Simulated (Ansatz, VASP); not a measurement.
## One calculation of Pd2Cl, two programs

```
Pd Cl
1.0
    -1.82635    1.82635    4.14028
     1.82635   -1.82635    4.14028
     1.82635    1.82635   -4.14028
Pd Cl
2 1
Direct
  0.70992 0.70992 0.00000
  0.29008 0.29008 0.00000
  0.00000 0.00000 0.00000
```

Alike in both runs: functional PBE; k mesh 18 × 18 × 18; occupations gaussian, width 0.1 eV; no spin polarisation.

Ansatz relaxed the structure, and its values are those at the end. VASP's run is a single point on that final structure, the one shown.

|  | VASP | Ansatz |
| --- | --- | --- |
| version | VASP 6.6.1 | Ansatz 0.2.0 |
| potentials or method | VASP PAW PBE potentials, release 64 (Pd, Cl), cutoff 520 eV | scalar-relativistic, plane waves, PAW |
| valence electrons in the cell | 27 | 43 |

```csv
,VASP,Ansatz,Ansatz less VASP
gap on the k mesh at the Fermi level (eV),none,none,-
pressure (GPa),-0.1,0.0,+0.11
```

A gap of «none» marks a metal or a gap that the smearing closes. VASP's potentials hold 27 valence electrons a cell and Ansatz's 43, so a difference there can come from the potentials and not from the codes.
